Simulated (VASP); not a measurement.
# C (Fd-3m) in VASP: single point with PBE

Aim: the single point of C with PBE.

Everything below comes from runs of VASP 6.6.1. Logs are shortened: lines on timing, memory, paths and dates and some standing lists are left out, and cuts for length are marked.

### 1 The cell of the first run

Symmetry: Fd-3m, No. 227, cubic system. Conventional cell: a = 3.519 Å, b = 3.519 Å, c = 3.519 Å, α = 90.00°, β = 90.00°, γ = 90.00°. Within 2.0 Å of C (site symmetry -43m) lie 4 C at 1.52 Å.

### 2 Single point, PBE

INCAR reads:

```
SYSTEM = C
PREC = Accurate
ENCUT = 520
EDIFF = 1E-6
ISMEAR = -1
SIGMA = 0.1
LREAL = .False.
LASPH = .True.
NELM = 60
ALGO = Normal
ISIF = 2
LWAVE = .False.
LCHARG = .True.
GGA = PE
LELF = .True.
LVHAR = .True.
NBANDS = 11
```

KPOINTS reads:

```
regular mesh
0
Gamma
  22 22 22
  0 0 0
```

POSCAR reads:

```
C
1.0
   -1.2440800146      1.2440800146      1.7593613360
    1.2440800146     -1.2440800146      1.7593613360
    1.2440800146      1.2440800146     -1.7593613360
C
2
Direct
   -0.3750000000     -0.1250000000     -0.2500000000
    0.3750000000      0.1250000000      0.2500000000
```

Potentials or basis: VASP PAW PBE potentials, release 64 (C).

Command:

```sh
$ cat potpaw_PBE.64/C/POTCAR > POTCAR
$ mpirun -np 1 vasp_std > vasp.out
```

OUTCAR:

```text
SYSTEM = C
   PREC = Accurate
   ENCUT = 520
   EDIFF = 1E-6
   ISMEAR = -1
   LREAL = .False.
   LASPH = .True.
   NELM = 60
   ISIF = 2
   GGA = PE

 ion  position               nearest neighbor table
   1  0.625  0.875  0.750-   2 1.52   2 1.52   2 1.52   2 1.52
   2  0.375  0.125  0.250-   1 1.52   1 1.52   1 1.52   1 1.52

  LATTYP: Found a body centered tetragonal cell.
 ALAT       =     2.4881600292
 C/A-ratio  =     1.4141866402

  Lattice vectors:

 A1 = (  -1.2440800146,   1.2440800146,   1.7593613360)
 A2 = (   1.2440800146,  -1.2440800146,   1.7593613360)
 A3 = (   1.2440800146,   1.2440800146,  -1.7593613360)

Analysis of symmetry for initial positions (statically):
=====================================================================
 Subroutine PRICEL returns:
 Original cell was already a primitive cell.

 Routine SETGRP: Setting up the symmetry group for a
 body centered tetragonal supercell.

 Subroutine GETGRP returns: Found 16 space group operations
 (whereof  4 operations were pure point group operations)
 out of a pool of 16 trial point group operations.

The static configuration has the point symmetry C_2h.
 The point group associated with its full space group is D_4h.

Analysis of symmetry for dynamics (positions and initial velocities):
=====================================================================
 Subroutine PRICEL returns:
 Original cell was already a primitive cell.

 Routine SETGRP: Setting up the symmetry group for a
 body centered tetragonal supercell.

 Subroutine GETGRP returns: Found 16 space group operations
 (whereof  4 operations were pure point group operations)
 out of a pool of 16 trial point group operations.

The dynamic configuration has the point symmetry C_2h.
 The point group associated with its full space group is D_4h.

 Subroutine INISYM returns: Found 16 space group operations
 (whereof  4 operations are pure point group operations),
 and found     1 'primitive' translations

----------------------------------------------------------------------------------------

                                     Primitive cell

  volume of cell :      10.8921

  direct lattice vectors                    reciprocal lattice vectors
    -1.244080015  1.244080015  1.759361336     0.000000000  0.401903410  0.284194037
     1.244080015 -1.244080015  1.759361336     0.401903410  0.000000000  0.284194037
     1.244080015  1.244080015 -1.759361336     0.401903410  0.401903410  0.000000000

  length of vectors
     2.488136346  2.488136346  2.488136346     0.492232264  0.492232264  0.568377253

  position of ions in fractional coordinates (direct lattice)
     0.625000000  0.875000000  0.750000000
     0.375000000  0.125000000  0.250000000

  ion indices of the primitive-cell ions
   primitive index   ion index
                 1           1
                 2           2

----------------------------------------------------------------------------------------

 KPOINTS: regular mesh

Automatic generation of k-mesh.
 Grid dimensions read from file:
 generate k-points for:   22   22   22

 Generating k-lattice:

  Cartesian coordinates                     Fractional coordinates (reciprocal lattice)
     0.000000000  0.018268337  0.012917911     0.045454545  0.000000000 -0.000000000
     0.018268337  0.000000000  0.012917911     0.000000000  0.045454545 -0.000000000
     0.018268337  0.018268337  0.000000000     0.000000000  0.000000000  0.045454545

  Length of vectors
     0.022374194  0.022374194  0.025835330

  Shift w.r.t. Gamma in fractional coordinates (k-lattice)
     0.000000000  0.000000000  0.000000000

 Subroutine IBZKPT returns following result:
 ===========================================

 Found    834 irreducible k-points:

 Following reciprocal coordinates:
            Coordinates               Weight
  0.000000  0.000000  0.000000      1.000000
  0.045455 -0.000000  0.000000      8.000000
  0.090909 -0.000000  0.000000      8.000000
  0.136364  0.000000 -0.000000      8.000000
  0.181818  0.000000 -0.000000      8.000000
  0.227273  0.000000 -0.000000      8.000000
[... 16 lines left out ...]
  0.500000  0.045455 -0.000000     16.000000
 -0.454545  0.045455  0.000000     16.000000
 [... further k-points ...]
   k-points           NKPTS =    834   k-points in BZ     NKDIM =    834   number of bands    NBANDS=     11
   number of dos      NEDOS =    301   number of ions     NIONS =      2
   total plane-waves  NPLWV =   8000
   dimension x,y,z NGX =    20 NGY =   20 NGZ =   20
   dimension x,y,z NGXF=    40 NGYF=   40 NGZF=   40
   ions per type =               2
   NGX,Y,Z   is equivalent  to a cutoff of  13.36, 13.36, 13.36 a.u.
   NGXF,Y,Z  is equivalent  to a cutoff of  26.73, 26.73, 26.73 a.u.
 SYSTEM =  C
   PREC   = accura    normal or accurate (medium, high low for compatibility)
   ISTART =      0    job   : 0-new  1-cont  2-samecut
   ICHARG =      2    charge: 1-file 2-atom 10-const
   ISPIN  =      1    spin polarized calculation?
   LNONCOLLINEAR =      F non collinear calculations
   LSORBIT =      F    spin-orbit coupling
   LASPH  =      T    aspherical Exc in radial PAW
   ENCUT  =  520.0 eV  38.22 Ry    6.18 a.u.   4.63  4.63  4.63*2*pi/ulx,y,z
   NELM   =     60;   NELMIN=  2; NELMDL= -5     # of ELM steps
   EDIFF  = 0.1E-05   stopping-criterion for ELM
   LREAL  =      F    real-space projection
   EDIFFG = 0.1E-04   stopping-criterion for IOM
   NSW    =      0    number of steps for IOM
   IBRION =     -1    ionic relax: 0-MD 1-quasi-New 2-CG
   NFREE  =      0    steps in history (QN), initial steepest desc. (CG)
   ISIF   =      2    stress and relaxation
   ISYM   =      2    0-nonsym 1-usesym 2-fastsym
   POTIM  = 0.5000    time-step for ionic-motion
   TEBEG  =    0.0;   TEEND  =   0.0 temperature during run
   PSTRESS=    0.0 pullay stress
   NELECT =       8.0000    total number of electrons
   NUPDOWN=      -1.0000    fix difference up-down
   EMIN   =  10.00;   EMAX   =-10.00  energy-range for DOS
   EFERMI =   0.00;   METHOD = LEGACY
   ISMEAR =    -1;   SIGMA  =   0.10  broadening in eV -4-tet -1-fermi 0-gaus
   EFERMI_NEDOS =   21; number of points for ismear=-14 and -15
   IALGO  =     38    algorithm
   IMIX   =      4    mixing-type and parameters
     AMIX     =   0.40;   BMIX     =  1.00
     AMIX_MAG =   1.60;   BMIX_MAG =  1.00
  volume/ion in A,a.u.               =       5.45        36.75
  Fermi-wavevector in a.u.,A,eV,Ry     =   1.477070  2.791257 29.684299  2.181734
  Thomas-Fermi vector in A             =   2.591519
   LORBIT       =      0    0 simple, 1 ext, 2 COOP (PROOUT), +10 PAW based schemes
   GGA     = PE    functional components
   LHFCALC =     F    Hartree Fock is set to
   AEXX    =    0.0000 exact exchange contribution
   IVDW    =     0    specifies the selected vdW correction
   LEPSILON=     F    determine dielectric tensor
   LRPA    =     F    only Hartree local field effects (RPA)
 non-spin polarized calculation
  energy-cutoff  :      520.00
  volume of cell :       10.89
 maximum number of plane-waves:       306
   NGX =  9   NGY =  9   NGZ =  9

 number of electron       7.9999999 magnetization

 Free energy of the ion-electron system (eV)
  ---------------------------------------------------
  ext. energy  EPLUGINS =         0.00000000
  ---------------------------------------------------
  free energy    TOTEN  =       -18.15116165 eV

  energy without entropy =      -18.15116165  energy(sigma->0) =      -18.15116165

 E-fermi :  12.0694     XC(G=0): -13.4559

 val. band max:       10.3269510669   @ k =   0.0000   0.0000   0.0000
 cond. band min:      14.5451410676   @ k =  -0.3636  -0.3636   0.3636
 fundamental gap:      4.2181900007
 Fermi energy:        12.0694413504

 k-point     1 :       0.0000    0.0000    0.0000
  band No.  band energies     occupation
      1     -11.7042      2.00000
      2      10.3267      2.00000
      3      10.3267      2.00000
      4      10.3270      2.00000
      5      16.0291      0.00000
      6      16.0294      0.00000
      7      16.0294      0.00000
      8      24.6027      0.00000
      9      30.1497      0.00000
     10      37.3118      0.00000
     11      37.3128      0.00000

 k-point     2 :       0.0455   -0.0000    0.0000
  band No.  band energies     occupation
      1     -11.6455      2.00000
      2       9.9079      2.00000
      3      10.2189      2.00000
      4      10.2191      2.00000
      5      16.1696      0.00000
      6      16.1698      0.00000
      7      16.2965      0.00000
      8      24.6427      0.00000
      9      30.2516      0.00000
     10      36.1793      0.00000
     11      36.1801      0.00000

 k-point     3 :       0.0909   -0.0000    0.0000
  band No.  band energies     occupation
      1     -11.4691      2.00000
      2       8.8543      2.00000
      3       9.9320      2.00000
      4       9.9322      2.00000
      5      16.5467      0.00000
      6      16.5469      0.00000
      7      16.9046      0.00000
      8      24.7613      0.00000
      9      30.5298      0.00000
     10      34.9180      0.00000
     11      34.9188      0.00000

 k-point     4 :       0.1364    0.0000   -0.0000
  band No.  band energies     occupation
      1     -11.1758      2.00000
      2       7.4692      2.00000
      3       9.5420      2.00000
      4       9.5422      2.00000
      5      17.0607      0.00000
      6      17.0608      0.00000
      7      17.5753      0.00000
      8      24.9525      0.00000
      9      30.9037      0.00000
     10      33.9364      0.00000
     11      33.9370      0.00000

 k-point     5 :       0.1818    0.0000   -0.0000
  band No.  band energies     occupation
      1     -10.7665      2.00000
      2       5.9325      2.00000
      3       9.1172      2.00000
      4       9.1174      2.00000
      5      17.6074      0.00000
      6      17.6075      0.00000
      7      18.1721      0.00000
      8      25.2028      0.00000
      9      31.2596      0.00000
     10      33.2945      0.00000
     11      33.2950      0.00000
[... 211 lines left out ...]
 k-point    21 :       0.4091    0.0455   -0.0000
  band No.  band energies     occupation
      1      -6.7546      2.00000
      2      -2.0785      2.00000
      3       7.1519      2.00000
      4       7.5710      2.00000
      5      18.9648      0.00000
      6      19.0329      0.00000
      7      19.8338      0.00000
      8      26.3288      0.00000
      9      32.3077      0.00000
     10      35.1036      0.00000
     11      35.5799      0.00000

 k-point    22 :       0.4545    0.0455   -0.0000
  band No.  band energies     occupation
      1      -5.9014      2.00000
      2      -3.1557      2.00000
      3       7.1451      2.00000
      4       7.4017      2.00000
      5      18.9444      0.00000
      6      19.0690      0.00000
      7      19.8985      0.00000
      8      26.4054      0.00000
      9      32.5309      0.00000
     10      35.3898      0.00000
     11      36.2088      0.00000

 k-point    23 :       0.5000    0.0455   -0.0000
  band No.  band energies     occupation
      1      -5.7153      2.00000
      2      -3.3740      2.00000
      3       7.2154      2.00000
      4       7.3064      2.00000
      5      18.8512      0.00000
      6      19.1608      0.00000
      7      19.9118      0.00000
      8      26.4054      0.00000
      9      32.5649      0.00000
     10      35.3213      0.00000
     11      36.7508      0.00000

 k-point    24 :      -0.4545    0.0455    0.0000
  band No.  band energies     occupation
      1      -6.4480      2.00000
      2      -2.4812      2.00000
      3       7.2878      2.00000
      4       7.3601      2.00000
      5      18.7570      0.00000
      6      19.2418      0.00000
      7      19.8748      0.00000
      8      26.3297      0.00000
      9      32.3766      0.00000
     10      35.2247      0.00000
     11      36.1344      0.00000

 [... further k-points ...]

------------------------ aborting loop because EDIFF is reached ----------------------------------------

  FORCE on cell =-STRESS in cart. coord.  units (eV):
  Direction    XX          YY          ZZ          XY          YZ          ZX
  --------------------------------------------------------------------------------------
  -------------------------------------------------------------------------------------
  Total        1.4857515      1.4857515      1.4870044     -0.0000000      0.0000000      0.0000000
  in kB      218.5471324    218.5471324    218.7314181     -0.0000000      0.0000000      0.0000000
  external PRESSURE =     218.6085609 kB  Pullay stress =       0.0000000 kB

 VOLUME and BASIS-vectors are now :
 -----------------------------------------------------------------------------
  energy-cutoff  :      520.00
  volume of cell :       10.89
      direct lattice vectors                 reciprocal lattice vectors
    -1.244080015  1.244080015  1.759361336     0.000000000  0.401903410  0.284194037
     1.244080015 -1.244080015  1.759361336     0.401903410  0.000000000  0.284194037
     1.244080015  1.244080015 -1.759361336     0.401903410  0.401903410  0.000000000

 POSITION                                       TOTAL-FORCE (eV/Angst)
 -----------------------------------------------------------------------------------
      1.24408      0.62204      1.31952        -0.000000     -0.000000      0.000000
     -0.00000      0.62204      0.43984         0.000000      0.000000     -0.000000
 -----------------------------------------------------------------------------------
    total drift:                                0.000000     -0.000000     -0.000000

  FREE ENERGIE OF THE ION-ELECTRON SYSTEM (eV)
  ---------------------------------------------------
  free  energy   TOTEN  =       -18.1511616471 eV

  energy  without entropy=      -18.1511616469  energy(sigma->0) =      -18.15116165
```

Wall time 86 s (1 thread of AMD EPYC 7R43 (Zen 3), shared host); peak memory 0.15 GiB.

What came out:

| Quantity | Value |
| --- | --- |
| Free energy | -18.1512 eV |
| Pressure | 21.9 GPa |
| Band gap on the k mesh | 4.22 eV, indirect (least direct gap 5.70 eV) |
